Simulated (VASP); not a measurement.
# HfN (Cmcm) in VASP: further runs

Runs on HfN. Level: PBEsol. Tasks: single point.

Program: VASP 6.6.1. These are calculated values, not measurements. Logs are shortened: lines on timing, memory, paths and dates and some standing lists are left out, and cuts for length are marked.

### 1 The cell of the first run

Symmetry: Cmcm, No. 63, orthorhombic system. Conventional cell: a = 4.502 Å, b = 4.502 Å, c = 4.502 Å, α = 90.00°, β = 90.00°, γ = 90.00°. Within 2.9 Å of Hf (site symmetry m2m) lie 6 N at 2.19 to 2.31 Å. Within 2.9 Å of N (site symmetry m2m) lie 6 Hf at 2.19 to 2.31 Å.

### 2 Single point, PBEsol (mode 4 frozen in at -0.021 Å and mode 11 at +0.067 Å (largest displacements))

File INCAR:

```
ALGO = Normal
EDIFF = 1E-7
ENCUT = 520
GGA = PS
ISIF = 2
ISMEAR = 0
LASPH = True
LCHARG = True
LELF = True
LREAL = False
LVHAR = True
LWAVE = False
NBANDS = 23
NELM = 60
PREC = Accurate
SIGMA = 0.15
```

File KPOINTS:

```
k-points
0
Gamma
  14 14 10
```

File POSCAR:

```
HfN
1.0
    0.0000000000     -2.2508000098     -2.2508000098
    0.0000000000      2.2508000098     -2.2508000098
    4.5016000196      0.0000000000      0.0000000000
Hf N
2 2
Direct
    0.5040941780      0.4959058220      0.5000000000
   -0.0040941780      0.0040941780      0.0000000000
    0.4825339328      0.5174660672      0.0000000000
    0.0174660672     -0.0174660672      0.5000000000
```

Potentials or basis: VASP PAW PBE potentials, release 64 (Hf_pv, N).

Run with:

```
> cat potpaw_PBE.64/Hf_pv/POTCAR potpaw_PBE.64/N/POTCAR > POTCAR
> mpirun -np 1 vasp_std > vasp.out
```

OUTCAR:

```text
EDIFF = 1E-7
   ENCUT = 520
   GGA = PS
   ISIF = 2
   ISMEAR = 0
   LASPH = True
   LREAL = False
   NELM = 60
   PREC = Accurate

 ion  position               nearest neighbor table
   1  0.504  0.496  0.500-   4 2.19   4 2.25   4 2.25   3 2.25   3 2.25   4 2.31   2 3.16   2 3.16
                             2 3.18   2 3.18   2 3.18   2 3.18   2 3.21   2 3.21
   2  0.996  0.004  0.000-   3 2.19   3 2.25   3 2.25   4 2.25   4 2.25   3 2.31   1 3.16   1 3.16
                             1 3.18   1 3.18   1 3.18   1 3.18   1 3.21   1 3.21
   3  0.483  0.517  0.000-   2 2.19   2 2.25   2 2.25   1 2.25   1 2.25   2 2.31
   4  0.017  0.983  0.500-   1 2.19   1 2.25   1 2.25   2 2.25   2 2.25   1 2.31

  LATTYP: Found a simple tetragonal cell.
 ALAT       =     3.1831119000
 C/A-ratio  =     1.4142135624

  Lattice vectors:

 A1 = (   0.0000000000,  -2.2508000098,  -2.2508000098)
 A2 = (   0.0000000000,   2.2508000098,  -2.2508000098)
 A3 = (   4.5016000196,   0.0000000000,   0.0000000000)

Analysis of symmetry for initial positions (statically):
=====================================================================
 Subroutine PRICEL returns:
 Original cell was already a primitive cell.

 Routine SETGRP: Setting up the symmetry group for a
 simple tetragonal supercell.

 Subroutine GETGRP returns: Found  8 space group operations
 (whereof  4 operations were pure point group operations)
 out of a pool of 16 trial point group operations.

The static configuration has the point symmetry C_2v.
 The point group associated with its full space group is D_2h.

Analysis of symmetry for dynamics (positions and initial velocities):
=====================================================================
 Subroutine PRICEL returns:
 Original cell was already a primitive cell.

 Routine SETGRP: Setting up the symmetry group for a
 simple tetragonal supercell.

 Subroutine GETGRP returns: Found  8 space group operations
 (whereof  4 operations were pure point group operations)
 out of a pool of 16 trial point group operations.

The dynamic configuration has the point symmetry C_2v.
 The point group associated with its full space group is D_2h.

 Subroutine INISYM returns: Found  8 space group operations
 (whereof  4 operations are pure point group operations),
 and found     1 'primitive' translations

----------------------------------------------------------------------------------------

                                     Primitive cell

  volume of cell :      45.6111

  direct lattice vectors                    reciprocal lattice vectors
     0.000000000 -2.250800010 -2.250800010     0.000000000 -0.222143237 -0.222143237
     0.000000000  2.250800010 -2.250800010     0.000000000  0.222143237 -0.222143237
     4.501600020  0.000000000  0.000000000     0.222143237  0.000000000  0.000000000

  length of vectors
     3.183111900  3.183111900  4.501600020     0.314157979  0.314157979  0.222143237

  position of ions in fractional coordinates (direct lattice)
     0.504094178  0.495905822  0.500000000
     0.995905822  0.004094178  0.000000000
     0.482533933  0.517466067  0.000000000
     0.017466067  0.982533933  0.500000000

  ion indices of the primitive-cell ions
   primitive index   ion index
                 1           1
                 2           2
                 3           3
                 4           4

----------------------------------------------------------------------------------------

 KPOINTS: k-points

Automatic generation of k-mesh.
 Grid dimensions read from file:
 generate k-points for:   14   14   10

 Generating k-lattice:

  Cartesian coordinates                     Fractional coordinates (reciprocal lattice)
     0.000000000 -0.015867374 -0.015867374     0.071428571  0.000000000  0.000000000
     0.000000000  0.015867374 -0.015867374     0.000000000  0.071428571  0.000000000
     0.022214324  0.000000000  0.000000000     0.000000000  0.000000000  0.100000000

  Length of vectors
     0.022439856  0.022439856  0.022214324

  Shift w.r.t. Gamma in fractional coordinates (k-lattice)
     0.000000000  0.000000000  0.000000000

 Subroutine IBZKPT returns following result:
 ===========================================

 Found    342 irreducible k-points:

 Following reciprocal coordinates:
            Coordinates               Weight
  0.000000  0.000000  0.000000      1.000000
  0.071429  0.000000  0.000000      4.000000
  0.142857  0.000000  0.000000      4.000000
  0.214286  0.000000  0.000000      4.000000
  0.285714  0.000000  0.000000      4.000000
  0.357143  0.000000  0.000000      4.000000
[... 16 lines left out ...]
 -0.142857  0.142857  0.000000      2.000000
  0.214286  0.142857  0.000000      4.000000
 [... further k-points ...]
   k-points           NKPTS =    342   k-points in BZ     NKDIM =    342   number of bands    NBANDS=     23
   number of dos      NEDOS =    301   number of ions     NIONS =      4
   total plane-waves  NPLWV =  20736
   dimension x,y,z NGX =    24 NGY =   24 NGZ =   36
   dimension x,y,z NGXF=    48 NGYF=   48 NGZF=   72
   ions per type =               2   2
   NGX,Y,Z   is equivalent  to a cutoff of  12.53, 12.53, 13.29 a.u.
   NGXF,Y,Z  is equivalent  to a cutoff of  25.07, 25.07, 26.59 a.u.
 SYSTEM =  unknown system
   PREC   = accura    normal or accurate (medium, high low for compatibility)
   ISTART =      0    job   : 0-new  1-cont  2-samecut
   ICHARG =      2    charge: 1-file 2-atom 10-const
   ISPIN  =      1    spin polarized calculation?
   LNONCOLLINEAR =      F non collinear calculations
   LSORBIT =      F    spin-orbit coupling
   LASPH  =      T    aspherical Exc in radial PAW
   ENCUT  =  520.0 eV  38.22 Ry    6.18 a.u.   5.92  5.92  8.37*2*pi/ulx,y,z
   NELM   =     60;   NELMIN=  2; NELMDL= -5     # of ELM steps
   EDIFF  = 0.1E-06   stopping-criterion for ELM
   LREAL  =      F    real-space projection
   EDIFFG = 0.1E-05   stopping-criterion for IOM
   NSW    =      0    number of steps for IOM
   IBRION =     -1    ionic relax: 0-MD 1-quasi-New 2-CG
   NFREE  =      0    steps in history (QN), initial steepest desc. (CG)
   ISIF   =      2    stress and relaxation
   ISYM   =      2    0-nonsym 1-usesym 2-fastsym
   POTIM  = 0.5000    time-step for ionic-motion
   TEBEG  =    0.0;   TEEND  =   0.0 temperature during run
   PSTRESS=    0.0 pullay stress
   NELECT =      30.0000    total number of electrons
   NUPDOWN=      -1.0000    fix difference up-down
   EMIN   =  10.00;   EMAX   =-10.00  energy-range for DOS
   EFERMI =   0.00;   METHOD = LEGACY
   ISMEAR =     0;   SIGMA  =   0.15  broadening in eV -4-tet -1-fermi 0-gaus
   EFERMI_NEDOS =   21; number of points for ismear=-14 and -15
   IALGO  =     38    algorithm
   IMIX   =      4    mixing-type and parameters
     AMIX     =   0.40;   BMIX     =  1.00
     AMIX_MAG =   1.60;   BMIX_MAG =  1.00
  volume/ion in A,a.u.               =      11.40        76.95
  Fermi-wavevector in a.u.,A,eV,Ry     =   1.423721  2.690443 27.578773  2.026983
  Thomas-Fermi vector in A             =   2.544289
   LORBIT       =      0    0 simple, 1 ext, 2 COOP (PROOUT), +10 PAW based schemes
   GGA     = PS    functional components
   LHFCALC =     F    Hartree Fock is set to
   AEXX    =    0.0000 exact exchange contribution
   IVDW    =     0    specifies the selected vdW correction
   LEPSILON=     F    determine dielectric tensor
   LRPA    =     F    only Hartree local field effects (RPA)
 non-spin polarized calculation
 Gauss-broadening in eV      SIGMA  =   0.15
  energy-cutoff  :      520.00
  volume of cell :       45.61
 maximum number of plane-waves:      1272
   NGX = 11   NGY = 11   NGZ = 17

 number of electron      29.9999995 magnetization

 Free energy of the ion-electron system (eV)
  ---------------------------------------------------
  ext. energy  EPLUGINS =         0.00000000
  ---------------------------------------------------
  free energy    TOTEN  =       -45.91995536 eV

  energy without entropy =      -45.90526751  energy(sigma->0) =      -45.91261144

 E-fermi :   8.2848     XC(G=0): -12.9501

 val. band max:        8.2788205297   @ k =   0.1429   0.0714   0.2000
 cond. band min:       8.2881951494   @ k =  -0.1429   0.1429   0.4000
 fundamental gap:      0.0093746197
 Fermi energy:         8.2848323089

 k-point     1 :       0.0000    0.0000    0.0000
  band No.  band energies     occupation
      1     -23.5534      2.00000
      2     -23.0485      2.00000
      3     -23.0415      2.00000
      4     -22.7223      2.00000
      5     -22.7182      2.00000
      6     -22.7174      2.00000
[... 15 lines left out ...]
     22      12.4654      0.00000
     23      13.9303      0.00000

 k-point     2 :       0.0714    0.0000    0.0000
  band No.  band energies     occupation
      1     -23.5411      2.00000
      2     -23.0698      2.00000
      3     -23.0372      2.00000
      4     -22.7550      2.00000
      5     -22.7257      2.00000
      6     -22.7206      2.00000
[... 15 lines left out ...]
     22      12.7413      0.00000
     23      13.7434      0.00000

 k-point     3 :       0.1429    0.0000    0.0000
  band No.  band energies     occupation
      1     -23.5050      2.00000
      2     -23.1369      2.00000
      3     -23.0162      2.00000
      4     -22.8510      2.00000
      5     -22.7505      2.00000
      6     -22.7227      2.00000
[... 15 lines left out ...]
     22      13.2275      0.00000
     23      13.4854      0.00000
[... 495 lines left out ...]
 k-point    23 :      -0.1429    0.1429    0.0000
  band No.  band energies     occupation
      1     -23.4600      2.00000
      2     -23.1408      2.00000
      3     -23.0732      2.00000
      4     -22.9172      2.00000
      5     -22.7800      2.00000
      6     -22.7794      2.00000
[... 15 lines left out ...]
     22      13.4603      0.00000
     23      13.7407      0.00000

 k-point    24 :       0.2143    0.1429    0.0000
  band No.  band energies     occupation
      1     -23.4073      2.00000
      2     -23.2244      2.00000
      3     -23.0518      2.00000
      4     -23.0227      2.00000
      5     -22.8149      2.00000
      6     -22.8031      2.00000
[... 15 lines left out ...]
     22      13.8454      0.00000
     23      13.8514      0.00000

 [... further k-points ...]
[... 5 lines left out ...]
  --------------------------------------------------------------------------------------
  -------------------------------------------------------------------------------------
  Total       -0.6481554     -0.1627612     -0.6135173      0.0000000      0.0000000      0.0000000
  in kB      -22.7676914     -5.7172959    -21.5509630      0.0000000      0.0000000      0.0000000
  external PRESSURE =     -16.6786501 kB  Pullay stress =       0.0000000 kB

 VOLUME and BASIS-vectors are now :
 -----------------------------------------------------------------------------
  energy-cutoff  :      520.00
  volume of cell :       45.61
      direct lattice vectors                 reciprocal lattice vectors
     0.000000000 -2.250800010 -2.250800010     0.000000000 -0.222143237 -0.222143237
     0.000000000  2.250800010 -2.250800010     0.000000000  0.222143237 -0.222143237
     4.501600020  0.000000000  0.000000000     0.222143237  0.000000000  0.000000000

 POSITION                                       TOTAL-FORCE (eV/Angst)
 -----------------------------------------------------------------------------------
      2.25080     -0.01843     -2.25080         0.000000     -0.181386      0.000000
      0.00000     -2.23237     -2.25080         0.000000      0.181386      0.000000
      0.00000      0.07863     -2.25080         0.000000     -0.920982      0.000000
      2.25080      2.17217     -2.25080         0.000000      0.920982      0.000000
 -----------------------------------------------------------------------------------
    total drift:                                0.000000     -0.000000      0.000000

  FREE ENERGIE OF THE ION-ELECTRON SYSTEM (eV)
  ---------------------------------------------------
  free  energy   TOTEN  =       -45.9199553627 eV

  energy  without entropy=      -45.9052675113  energy(sigma->0) =      -45.91261144
```

Run time: 94 s. Hardware: 1 thread of Intel Xeon 6975P-C (Granite Rapids), shared host; peak memory 0.4 GiB.

Results:

| Property | Result |
| --- | --- |
| Free energy | -45.9200 eV |
| Pressure | -1.7 GPa |
| Largest force | 0.921 eV/Å |
| Band gap on the k mesh | zero (band 15 reaches 11.62 eV, above the bottom of band 16 at 5.13 eV) |

Forces in eV/Å, atoms in the order of the input:
```
Hf   0.000 -0.181  0.000
Hf   0.000  0.181  0.000
N    0.000 -0.921  0.000
N    0.000  0.921  0.000
```

Caveat: the cell differs from its parent crystal (mode 4 frozen in at -0.021 Å and mode 11 at +0.067 Å (largest displacements)); the PAW data sets were made with another functional, which shifts forces and pressure a little; spin-orbit coupling is left out, which moves the levels of the heavy elements.

### 3 Single point, PBEsol (mode 4 frozen in at -0.021 Å and mode 11 at -0.067 Å (largest displacements))

File INCAR:

```
PREC = Accurate ; ENCUT = 520
EDIFF = 1E-6 ; ISMEAR = 0
SIGMA = 0.15 ; LREAL = False
LASPH = True ; NELM = 60
ALGO = Normal ; ISIF = 2
LWAVE = False ; LCHARG = False
GGA = PS ; NBANDS = 23
```

File KPOINTS:

```
regular mesh
0
Gamma
  14 14 10
```

File POSCAR:

```
HfN
1.0
    0.0000000000     -2.2508000098     -2.2508000098
    0.0000000000      2.2508000098     -2.2508000098
    4.5016000196      0.0000000000      0.0000000000
Hf N
2 2
Direct
    0.5053691239      0.4946308761      0.5000000000
   -0.0053691239      0.0053691239      0.0000000000
    0.5123011266      0.4876988734      0.0000000000
   -0.0123011266      0.0123011266      0.5000000000
```

Potentials or basis: VASP PAW PBE potentials, release 64 (Hf_pv, N).

Run with:

```
> cat potpaw_PBE.64/Hf_pv/POTCAR potpaw_PBE.64/N/POTCAR > POTCAR
> mpirun -np 1 vasp_std > vasp.out
```

OUTCAR:

```text
PREC = Accurate
   ENCUT = 520
   EDIFF = 1E-6
   ISMEAR = 0
   LREAL = False
   LASPH = True
   NELM = 60
   ISIF = 2
   GGA = PS

 ion  position               nearest neighbor table
   1  0.505  0.495  0.500-   4 2.17   3 2.25   3 2.25   4 2.25   4 2.25   4 2.33   2 3.15   2 3.15
                             2 3.18   2 3.18   2 3.18   2 3.18   2 3.22   2 3.22
   2  0.995  0.005  0.000-   3 2.17   4 2.25   4 2.25   3 2.25   3 2.25   3 2.33   1 3.15   1 3.15
                             1 3.18   1 3.18   1 3.18   1 3.18   1 3.22   1 3.22
   3  0.512  0.488  0.000-   2 2.17   1 2.25   1 2.25   2 2.25   2 2.25   2 2.33
   4  0.988  0.012  0.500-   1 2.17   2 2.25   2 2.25   1 2.25   1 2.25   1 2.33

  LATTYP: Found a simple tetragonal cell.
 ALAT       =     3.1831119000
 C/A-ratio  =     1.4142135624

  Lattice vectors:

 A1 = (   0.0000000000,  -2.2508000098,  -2.2508000098)
 A2 = (   0.0000000000,   2.2508000098,  -2.2508000098)
 A3 = (   4.5016000196,   0.0000000000,   0.0000000000)

Analysis of symmetry for initial positions (statically):
=====================================================================
 Subroutine PRICEL returns:
 Original cell was already a primitive cell.

[... 171 lines left out ...]
  free energy    TOTEN  =       -45.92064423 eV

  energy without entropy =      -45.90597083  energy(sigma->0) =      -45.91330753

 E-fermi :   8.2964     XC(G=0): -12.9478

 val. band max:        8.2876541478   @ k =   0.2857   0.0714   0.2000
 cond. band min:       8.3079940301   @ k =   0.0714   0.0714   0.1000
 fundamental gap:      0.0203398823
 Fermi energy:         8.2963603575

 k-point     1 :       0.0000    0.0000    0.0000
  band No.  band energies     occupation
      1     -23.5511      2.00000
      2     -23.0485      2.00000
      3     -23.0366      2.00000
      4     -22.7216      2.00000
      5     -22.7134      2.00000
      6     -22.7125      2.00000
[... 613 lines left out ...]
     22      13.8469      0.00000
     23      13.9443      0.00000

 [... further k-points ...]
[... 5 lines left out ...]
  --------------------------------------------------------------------------------------
  -------------------------------------------------------------------------------------
  Total       -0.7150220      0.1740087     -0.5245778      0.0000000      0.0000000      0.0000000
  in kB      -25.1165095      6.1123856    -18.4267931      0.0000000      0.0000000      0.0000000
  external PRESSURE =     -12.4769723 kB  Pullay stress =       0.0000000 kB

 VOLUME and BASIS-vectors are now :
 -----------------------------------------------------------------------------
  energy-cutoff  :      520.00
  volume of cell :       45.61
      direct lattice vectors                 reciprocal lattice vectors
     0.000000000 -2.250800010 -2.250800010     0.000000000 -0.222143237 -0.222143237
     0.000000000  2.250800010 -2.250800010     0.000000000  0.222143237 -0.222143237
     4.501600020  0.000000000  0.000000000     0.222143237  0.000000000  0.000000000

 POSITION                                       TOTAL-FORCE (eV/Angst)
 -----------------------------------------------------------------------------------
      2.25080     -0.02417     -2.25080         0.000000      0.793979      0.000000
      0.00000     -2.22663     -2.25080         0.000000     -0.793979      0.000000
      0.00000     -0.05537     -2.25080         0.000000      0.893681      0.000000
      2.25080     -2.19543     -2.25080         0.000000     -0.893681      0.000000
 -----------------------------------------------------------------------------------
    total drift:                               -0.000000     -0.000000     -0.000000

  FREE ENERGIE OF THE ION-ELECTRON SYSTEM (eV)
  ---------------------------------------------------
  free  energy   TOTEN  =       -45.9206442292 eV

  energy  without entropy=      -45.9059708283  energy(sigma->0) =      -45.91330753
```

stdout:

```text
POSCAR found type information on POSCAR HfN
 POSCAR found :  2 types and       4 ions
 scaLAPACK will be used
 -----------------------------------------------------------------------------
|                                                                             |
|                                                                             |
|     You enforced a specific xc type in the INCAR file but a different       |
|     I HOPE YOU KNOW WHAT YOU ARE DOING!                                     |
|                                                                             |
 -----------------------------------------------------------------------------

 LDA part: xc-table for (Slater+PW92), standard interpolation
 POSCAR, INCAR and KPOINTS ok, starting setup
 FFT: planning ... GRIDC
 FFT: planning ... GRID_SOFT
 FFT: planning ... GRID
 WAVECAR not read
 entering main loop
```

Wall time 86 s (1 thread of Intel Xeon 6975P-C (Granite Rapids), shared host); peak memory 0.4 GiB.

What came out:

```yaml
Free_energy: -45.9206 eV
Pressure: -1.2 GPa
Largest_force: 0.894 eV/Å
Band_gap_on_the_k_mesh: zero (band 15 reaches 11.63 eV, above the bottom of band 16 at 4.95 eV)
```

Forces in eV/Å, atoms in the order of the input:
```
Hf   0.000  0.794  0.000
Hf   0.000 -0.794  0.000
N    0.000  0.894  0.000
N    0.000 -0.894  0.000
```

Stress tensor (GPa, compression positive):
```
-2.51  0.00  0.00
 0.00  0.61  0.00
 0.00  0.00 -1.84
```

Caveat: the cell differs from its parent crystal (mode 4 frozen in at -0.021 Å and mode 11 at -0.067 Å (largest displacements)); the PAW data sets were made with another functional, which shifts forces and pressure a little; spin-orbit coupling is left out, which moves the levels of the heavy elements.
